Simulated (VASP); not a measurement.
# P in VASP: relaxation of the atoms with PBE+D3(BJ)

Aim: the relaxation of the atoms of P with PBE+D3(BJ).

All numbers are computed with VASP 6.6.1; they aren't measurements. Logs are shortened: lines on timing, memory, paths and dates and some standing lists are left out, and cuts for length are marked.

## (1) The cell of the first run

The cell holds a slab with vacuum, 12 atoms: a = 3.323 Å, b = 4.165 Å, c = 27.363 Å, α = 90.00°, β = 90.00°, γ = 90.00°.

## (2) Relaxation of the atoms, PBE+D3(BJ)

The input, INCAR:

```
PREC     = Accurate       # precision mode
ENCUT    = 520            # plane-wave cutoff, eV
EDIFF    = 1E-6           # SCF threshold, eV
ISMEAR   = 0              # smearing method
SIGMA    = 0.1            # smearing width, eV
LREAL    = False          # projectors in reciprocal space
LASPH    = True           # aspherical terms in the spheres
NELM     = 60             # most SCF steps
ALGO     = Normal         # electronic algorithm
ISIF     = 2              # what is computed and relaxed
LWAVE    = False          # write WAVECAR
LCHARG   = False          # write CHGCAR
LDIPOL   = True         
IDIPOL   = 3            
DIPOL    = 0.5 0.5 0.500
GGA      = PE             # functional
IVDW     = 12             # dispersion correction
IBRION   = 2              # ionic algorithm
NSW      = 80             # ionic steps
EDIFFG   = -0.02          # ionic threshold
KPAR     = 4
```

The input, KPOINTS:

```
Automatic mesh
0
Gamma
  10 8 1
```

The input, POSCAR:

```
P
1.0
    3.3228293856      0.0000000000      0.0000000000
    0.0000000000      4.1648375045      0.0000000000
    0.0000000000      0.0000000000     27.3633915253
P
12
Direct
    0.0000000000      0.5718894424      0.2740888312
    0.5000000000      0.9281105576      0.2740888312
    0.5000000000      0.0718894424      0.3533493981
    0.0000000000      0.4281105576      0.3533493981
    0.5000000000      0.5718894424      0.4603697165
    0.0000000000      0.9281105576      0.4603697165
    0.0000000000      0.0718894424      0.5396302835
    0.5000000000      0.4281105576      0.5396302835
    0.0000000000      0.5718894424      0.6466506019
    0.5000000000      0.9281105576      0.6466506019
    0.5000000000      0.0718894424      0.7259111688
    0.0000000000      0.4281105576      0.7259111688
```

Potentials or basis: VASP PAW PBE potentials, release 64 (P).

Started as:

```
> cat potpaw_PBE.64/P/POTCAR > POTCAR
> mpirun -np 4 vasp_std > vasp.out
```

OUTCAR:

```text
PREC = Accurate
   ENCUT = 520
   EDIFF = 1E-6
   ISMEAR = 0
   LREAL = False
   LASPH = True
   NELM = 60
   ISIF = 2
   GGA = PE
   IVDW = 12
   IBRION = 2
   NSW = 80
   EDIFFG = -0.02
 IVDW          = 12

 ion  position               nearest neighbor table
   1  0.000  0.572  0.274-   2 2.23   2 2.23   4 2.25
   2  0.500  0.928  0.274-   1 2.23   1 2.23   3 2.25
   3  0.500  0.072  0.353-   4 2.23   4 2.23   2 2.25
   4  0.000  0.428  0.353-   3 2.23   3 2.23   1 2.25
   5  0.500  0.572  0.460-   6 2.23   6 2.23   8 2.25
   6  0.000  0.928  0.460-   5 2.23   5 2.23   7 2.25
   7  0.000  0.072  0.540-   8 2.23   8 2.23   6 2.25
   8  0.500  0.428  0.540-   7 2.23   7 2.23   5 2.25
   9  0.000  0.572  0.647-  10 2.23  10 2.23  12 2.25
  10  0.500  0.928  0.647-   9 2.23   9 2.23  11 2.25
  11  0.500  0.072  0.726-  12 2.23  12 2.23  10 2.25
  12  0.000  0.428  0.726-  11 2.23  11 2.23   9 2.25

  LATTYP: Found a simple orthorhombic cell.
 ALAT       =     3.3228293856
 B/A-ratio  =     1.2534009488
 C/A-ratio  =     8.2349673576

  Lattice vectors:

 A1 = (   3.3228293856,   0.0000000000,   0.0000000000)
 A2 = (   0.0000000000,   4.1648375045,   0.0000000000)
 A3 = (   0.0000000000,   0.0000000000,  27.3633915253)

Analysis of symmetry for initial positions (statically):
=====================================================================
 Subroutine PRICEL returns:
 Original cell was already a primitive cell.

 Routine SETGRP: Setting up the symmetry group for a
 simple orthorhombic supercell.

 Subroutine GETGRP returns: Found  8 space group operations
 (whereof  4 operations were pure point group operations)
 out of a pool of  8 trial point group operations.

The static configuration has the point symmetry C_2h.
 The point group associated with its full space group is D_2h.

Analysis of symmetry for dynamics (positions and initial velocities):
=====================================================================
 Subroutine PRICEL returns:
 Original cell was already a primitive cell.

 Routine SETGRP: Setting up the symmetry group for a
 simple orthorhombic supercell.

 Subroutine GETGRP returns: Found  8 space group operations
 (whereof  4 operations were pure point group operations)
 out of a pool of  8 trial point group operations.

The dynamic configuration has the point symmetry C_2h.
 The point group associated with its full space group is D_2h.

 Subroutine INISYM returns: Found  8 space group operations
 (whereof  4 operations are pure point group operations),
 and found     1 'primitive' translations

----------------------------------------------------------------------------------------

                                     Primitive cell

  volume of cell :     378.6832

  direct lattice vectors                    reciprocal lattice vectors
     3.322829386  0.000000000  0.000000000     0.300948344  0.000000000  0.000000000
     0.000000000  4.164837505  0.000000000     0.000000000  0.240105406  0.000000000
     0.000000000  0.000000000 27.363391525     0.000000000  0.000000000  0.036545177

  length of vectors
     3.322829386  4.164837505 27.363391525     0.300948344  0.240105406  0.036545177

  position of ions in fractional coordinates (direct lattice)
     0.000000000  0.571889442  0.274088831
     0.500000000  0.928110558  0.274088831
     0.500000000  0.071889442  0.353349398
     0.000000000  0.428110558  0.353349398
     0.500000000  0.571889442  0.460369716
     0.000000000  0.928110558  0.460369716
     0.000000000  0.071889442  0.539630284
     0.500000000  0.428110558  0.539630284
     0.000000000  0.571889442  0.646650602
     0.500000000  0.928110558  0.646650602
     0.500000000  0.071889442  0.725911169
     0.000000000  0.428110558  0.725911169

  ion indices of the primitive-cell ions
   primitive index   ion index
                 1           1
                 2           2
                 3           3
                 4           4
                 5           5
                 6           6
                 7           7
                 8           8
                 9           9
                10          10
                11          11
                12          12

----------------------------------------------------------------------------------------

 KPOINTS: Automatic mesh

Automatic generation of k-mesh.
 Grid dimensions read from file:
 generate k-points for:   10    8    1

 Generating k-lattice:

  Cartesian coordinates                     Fractional coordinates (reciprocal lattice)
     0.030094834  0.000000000  0.000000000     0.100000000  0.000000000  0.000000000
     0.000000000  0.030013176  0.000000000     0.000000000  0.125000000  0.000000000
     0.000000000  0.000000000  0.036545177     0.000000000  0.000000000  1.000000000

  Length of vectors
     0.030094834  0.030013176  0.036545177

  Shift w.r.t. Gamma in fractional coordinates (k-lattice)
     0.000000000  0.000000000  0.000000000

 Subroutine IBZKPT returns following result:
 ===========================================

 Found     30 irreducible k-points:

 Following reciprocal coordinates:
            Coordinates               Weight
  0.000000  0.000000  0.000000      1.000000
  0.100000  0.000000  0.000000      2.000000
  0.200000  0.000000  0.000000      2.000000
  0.300000  0.000000  0.000000      2.000000
  0.400000  0.000000  0.000000      2.000000
  0.500000  0.000000  0.000000      1.000000
[... 16 lines left out ...]
  0.400000  0.375000  0.000000      4.000000
  0.500000  0.375000  0.000000      2.000000
 [... further k-points ...]
   k-points           NKPTS =     30   k-points in BZ     NKDIM =     30   number of bands    NBANDS=     37
   number of dos      NEDOS =    301   number of ions     NIONS =     12
   total plane-waves  NPLWV = 188160
   dimension x,y,z NGX =    28 NGY =   32 NGZ =  210
   dimension x,y,z NGXF=    56 NGYF=   64 NGZF=  420
   ions per type =              12
   NGX,Y,Z   is equivalent  to a cutoff of  14.01, 12.77, 12.76 a.u.
   NGXF,Y,Z  is equivalent  to a cutoff of  28.02, 25.55, 25.52 a.u.
 SYSTEM =  unknown system
   PREC   = accura    normal or accurate (medium, high low for compatibility)
   ISTART =      0    job   : 0-new  1-cont  2-samecut
   ICHARG =      2    charge: 1-file 2-atom 10-const
   ISPIN  =      1    spin polarized calculation?
   LNONCOLLINEAR =      F non collinear calculations
   LSORBIT =      F    spin-orbit coupling
   LASPH  =      T    aspherical Exc in radial PAW
   ENCUT  =  520.0 eV  38.22 Ry    6.18 a.u.   6.18  7.74 50.88*2*pi/ulx,y,z
   NELM   =     60;   NELMIN=  2; NELMDL= -5     # of ELM steps
   EDIFF  = 0.1E-05   stopping-criterion for ELM
   LREAL  =      F    real-space projection
   EDIFFG = -.2E-01   stopping-criterion for IOM
   NSW    =     80    number of steps for IOM
   IBRION =      2    ionic relax: 0-MD 1-quasi-New 2-CG
   NFREE  =      1    steps in history (QN), initial steepest desc. (CG)
   ISIF   =      2    stress and relaxation
   ISYM   =      2    0-nonsym 1-usesym 2-fastsym
   POTIM  = 0.5000    time-step for ionic-motion
   TEBEG  =    0.0;   TEEND  =   0.0 temperature during run
   PSTRESS=    0.0 pullay stress
   NELECT =      60.0000    total number of electrons
   NUPDOWN=      -1.0000    fix difference up-down
   EMIN   =  10.00;   EMAX   =-10.00  energy-range for DOS
   EFERMI =   0.00;   METHOD = LEGACY
   ISMEAR =     0;   SIGMA  =   0.10  broadening in eV -4-tet -1-fermi 0-gaus
   EFERMI_NEDOS =   21; number of points for ismear=-14 and -15
   IALGO  =     38    algorithm
   IMIX   =      4    mixing-type and parameters
     AMIX     =   0.40;   BMIX     =  1.00
     AMIX_MAG =   1.60;   BMIX_MAG =  1.00
  volume/ion in A,a.u.               =      31.56       212.96
  Fermi-wavevector in a.u.,A,eV,Ry     =   0.885863  1.674038 10.677217  0.784753
  Thomas-Fermi vector in A             =   2.006953
   LORBIT       =      0    0 simple, 1 ext, 2 COOP (PROOUT), +10 PAW based schemes
   GGA     = PE    functional components
   LHFCALC =     F    Hartree Fock is set to
   AEXX    =    0.0000 exact exchange contribution
   IVDW    =    12    specifies the selected vdW correction
   LEPSILON=     F    determine dielectric tensor
   LRPA    =     F    only Hartree local field effects (RPA)
 conjugate gradient relaxation of ions
 non-spin polarized calculation
 Gauss-broadening in eV      SIGMA  =   0.10
  energy-cutoff  :      520.00
  volume of cell :      378.68
 maximum number of plane-waves:     10260
 NGX is ok and might be reduce to    28
   NGX = 13   NGY = 15   NGZ =101

--------------------------------------- Ionic step        1  -------------------------------------------

 number of electron      59.9999986 magnetization

 Free energy of the ion-electron system (eV)
  ---------------------------------------------------
  ext. energy  EPLUGINS =         0.00000000
  ---------------------------------------------------
  free energy    TOTEN  =       -64.11928716 eV

  energy without entropy =      -64.11701911  energy(sigma->0) =      -64.11815314

------------------------ aborting loop because EDIFF is reached ----------------------------------------

 Edisp (eV)   -4.20240

 E8    (eV) :    -1.6274
[... 41 lines left out ...]
--------------------------------------- Ionic step        2  -------------------------------------------

 number of electron      59.9999989 magnetization

 dipolmoment           0.000000      0.000000      0.000000 electrons x Angstroem

------------------------ aborting loop because EDIFF is reached ----------------------------------------

 Edisp (eV)   -4.20305

 E8    (eV) :    -1.6277
[... 91 lines left out ...]
--------------------------------------- Ionic step        4  -------------------------------------------

 number of electron      59.9999989 magnetization

 dipolmoment           0.000000      0.000000     -0.000000 electrons x Angstroem

 Free energy of the ion-electron system (eV)
  ---------------------------------------------------
  ext. energy  EPLUGINS =         0.00000000
  ---------------------------------------------------
  free energy    TOTEN  =       -64.12198799 eV

  energy without entropy =      -64.11967415  energy(sigma->0) =      -64.12083107

 E-fermi :   2.2065     XC(G=0):  -6.1537

 val. band max:        2.1551204295   @ k =   0.1000   0.0000   0.0000
 cond. band min:       2.2582189504   @ k =   0.1000   0.0000   0.0000
 fundamental gap:      0.1030985209
 Fermi energy:         2.2065136873

 k-point     1 :       0.0000    0.0000    0.0000
  band No.  band energies     occupation
      1     -13.8113      2.00000
      2     -13.6359      2.00000
      3     -13.5399      2.00000
      4     -11.2472      2.00000
      5     -10.8678      2.00000
      6     -10.6138      2.00000
[... 949 lines left out ...]
     36       4.4494      0.00000
     37       5.6871      0.00000

 [... further k-points ...]

------------------------ aborting loop because EDIFF is reached ----------------------------------------

 vacuum level on the upper side and lower side of the slab       (xc-potential included)        -0.008        -0.008

 Edisp (eV)   -4.20342

 E8    (eV) :    -1.6279

  FORCE on cell =-STRESS in cart. coord.  units (eV):
  Direction    XX          YY          ZZ          XY          YZ          ZX
  --------------------------------------------------------------------------------------
  -------------------------------------------------------------------------------------
  Total       0.09021     1.11359    -0.16213     0.00000    -0.00000     0.00000
  in kB       0.38169     4.71149    -0.68594     0.00000    -0.00000     0.00000
  external pressure =        1.47 kB  Pullay stress =        0.00 kB
[... 27 lines left out ...]
  FREE ENERGIE OF THE ION-ELECTRON SYSTEM (eV)
  ---------------------------------------------------
  free  energy   TOTEN  =       -68.3254044692 eV

  energy  without entropy=      -68.3230906285  energy(sigma->0) =      -68.32424755

 reached required accuracy - stopping structural energy minimisation

 vacuum level on the upper side and lower side of the slab         6.602         6.602
```

Wall time 3.9 min (4 MPI ranks of Intel Xeon 6975P-C (Granite Rapids), shared host); peak memory 0.62 GiB.

Results:

```
Free energy                  : -68.3254 eV
Energy gained by relaxing    : 0.3 meV/atom
Ionic steps                  : 4
Largest force after relaxing : 0.004 eV/Å
Band gap on the k mesh       : 0.10 eV
Dispersion energy per atom   : -0.350 eV
```

Forces on the atoms (eV/Å):
```
P    0.000 -0.001  0.004
P    0.000  0.001  0.004
P    0.000 -0.001 -0.002
P    0.000  0.001 -0.002
P    0.000 -0.002  0.002
P    0.000  0.002  0.002
P    0.000 -0.002 -0.002
P    0.000  0.002 -0.002
P    0.000 -0.001  0.002
P    0.000  0.001  0.002
P    0.000 -0.001 -0.004
P    0.000  0.001 -0.004
```

Step by step:
| step | energy change (eV) | largest force (eV/Å) | pressure (GPa) |
| --- | --- | --- | --- |
| 1 | 0.0000 | 0.1499 | -0.08 |
| 2 | -0.0035 | 0.0249 | 0.10 |
| 3 | -0.0036 | 0.0267 | 0.12 |
| 4 | -0.0037 | 0.0043 | 0.15 |

Final structure:
```cif
data_structure
_symmetry_space_group_name_H-M 'P 1'
_symmetry_Int_Tables_number 1
_cell_length_a 3.3228
_cell_length_b 4.1648
_cell_length_c 27.3634
_cell_angle_alpha 90.000
_cell_angle_beta 90.000
_cell_angle_gamma 90.000
_cell_volume 378.68
loop_
_atom_site_label
_atom_site_type_symbol
_atom_site_fract_x
_atom_site_fract_y
_atom_site_fract_z
_atom_site_occupancy
P1 P 0.00000 0.57346 0.27425 1
P2 P 0.50000 0.92654 0.27425 1
P3 P 0.50000 0.07250 0.35320 1
P4 P 0.00000 0.42750 0.35320 1
P5 P 0.50000 0.57280 0.46042 1
P6 P 0.00000 0.92720 0.46042 1
P7 P 0.00000 0.07280 0.53958 1
P8 P 0.50000 0.42720 0.53958 1
P9 P 0.00000 0.57250 0.64680 1
P10 P 0.50000 0.92750 0.64680 1
P11 P 0.50000 0.07346 0.72575 1
P12 P 0.00000 0.42654 0.72575 1
```
